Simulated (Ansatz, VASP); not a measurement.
## One calculation of AlSi3, two programs

INCAR

```
SYSTEM = AlSi3
PREC = Accurate ; ENCUT = 520
EDIFF = 1E-6 ; ISMEAR = 0
SIGMA = 0.1 ; LREAL = .False.
LASPH = .True. ; NELM = 80
ALGO = Normal ; ISIF = 2
LWAVE = .False. ; LCHARG = .True.
GGA = PE ; LELF = .True.
LVHAR = .True. ; NBANDS = 16
```

The input KPOINTS:

```
regular mesh
0
Gamma
  6 6 6
  0 0 0
```

The input POSCAR:

```
AlSi3
1.0
   -1.8861872365      1.8861872365      4.2133013593
    1.8861872365     -1.8861872365      4.2133013593
    1.8861872365      1.8861872365     -4.2133013593
Al Si
1 3
Direct
    0.0000000000      0.0000000000      0.0000000000
    0.5000000000      0.5000000000      0.0000000000
    0.2500000000      0.7500000000      0.5000000000
    0.7500000000      0.2500000000      0.5000000000
```

Input for Ansatz:

```yaml
crystal:
  lattice:
    - [-1.8861872365, 1.8861872365, 4.2133013593]
    - [1.8861872365, -1.8861872365, 4.2133013593]
    - [1.8861872365, 1.8861872365, -4.2133013593]
  atoms:
    - { symbol: Al, position: [0.0, 0.0, 0.0] }
    - { symbol: Si, position: [0.5, 0.5, 0.0] }
    - { symbol: Si, position: [0.25, 0.75, 0.5] }
    - { symbol: Si, position: [0.75, 0.25, 0.5] }
basis:
  ecutwfc: 420
kpoints:
  mp_grid: { grid: [6, 6, 6] }
hamiltonian:
  xc: pbe
scf:
  occupations: { method: gaussian, width: 0.1 }
  lower_state_search: "off"
output:
  forces: true
  stress: true
  eigenvalues: true
```

Alike in both runs: task single point; functional PBE; k mesh 6 × 6 × 6; occupations gaussian, width 0.1 eV; no spin polarisation.

|  | VASP | Ansatz |
| --- | --- | --- |
| version | VASP 6.6.1 | Ansatz 0.2.0 |
| potentials or method | VASP PAW PBE potentials, release 64 (Al, Si), cutoff 520 eV | scalar-relativistic, plane waves, PAW |
| valence electrons in the cell | 15 | 15 |

```csv
,VASP,Ansatz,Ansatz less VASP
gap on the k mesh at the Fermi level (eV),none,none,-
pressure (GPa),-0.3,-0.3,+0.04
"traceless stress, the component that is largest in VASP (GPa)",2.10,2.08,-0.018
```

A gap of «none» marks a metal or a gap that the smearing closes. With one functional, cell and mesh, what is left measures potentials, basis and numerics.

The k mesh is coarse, so the values compare programs but aren't converged.
